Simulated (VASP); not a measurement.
The system is NaI.

```
CELL_PARAMETERS angstrom
0.00000 3.23640 3.23640
3.23640 0.00000 3.23640
3.23640 3.23640 0.00000
ATOMIC_POSITIONS crystal
Na 0.00000 0.00000 0.00000
I 0.50000 0.50000 0.50000
```

Base run:

| Property | Result |
| --- | --- |
| Program | VASP 6.6.1 |
| Functional | PBE |
| Potentials or basis | VASP PAW PBE potentials, release 64 (Na_pv, I) |
| Cutoff | 520 eV |
| k mesh | 7 × 7 × 7 |
| Occupations | fermi-dirac, width 0.01 eV |
| Spin | no spin polarisation |

Its results: band gap on the k mesh 3.64 eV; pressure 0.4 GPa.

**Question.** After a change of settings the same cell gave: band gap on the k mesh 4.44 eV; pressure -0.2 GPa. Which change was it?
A. functional from PBE to r2SCAN
B. functional from PBE to LDA; potentials or basis from VASP PAW PBE potentials, release 64 (Na_pv, I) to VASP PAW LDA potentials, release 64 (Na_pv, I)
C. functional from PBE to PBEsol
D. further incar settings from ALGO = Normal; EDIFF = 1e-08; NBANDS = 14 to ALGO = Normal; EDIFF = 1e-06; NBANDS = 14

**Answer.** A.

Caveats: spin-orbit coupling is left out, which moves the levels of the heavy elements; the PAW data sets were made with another functional, which shifts forces and pressure a little (at least some runs).
